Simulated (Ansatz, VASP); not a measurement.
**Cu in VASP and in Ansatz**

```
CELL_PARAMETERS angstrom
0.00000 1.78169 1.78169
1.78169 0.00000 1.78169
1.78169 1.78169 0.00000
ATOMIC_POSITIONS crystal
Cu 0.00000 0.00000 0.00000
```

Alike in both runs: task relaxation of cell and atoms; functional PBEsol; k mesh 20 × 20 × 20; occupations fermi-dirac, width 0.15 eV; no spin polarisation.

|  | VASP | Ansatz |
| --- | --- | --- |
| version | VASP 6.6.1 | Ansatz 0.2.0 |
| potentials or method | VASP PAW PBE potentials, release 64 (Cu), cutoff 600 eV | scalar-relativistic, plane waves, PAW |
| valence electrons in the cell | 11 | 19 |

VASP gave:

| Quantity | Value |
| --- | --- |
| gap on the k mesh at the Fermi level, each at its own relaxed structure (eV) | none |
| relaxed volume (Å³/atom) | 11.37 |
| relaxed cell length with the largest relative difference (Å) | 2.524 |

What did Ansatz give for the same quantities?

gap on the k mesh at the Fermi level, each at its own relaxed structure (eV): none; relaxed volume (Å³/atom): 11.32; relaxed cell length with the largest relative difference (Å): 2.520.

VASP's potentials were made for PBE, not for PBEsol. A gap of «none» marks a metal or a gap that the smearing closes. VASP's potentials hold 11 valence electrons a cell and Ansatz's 19, so a difference there can come from the potentials and not from the codes.
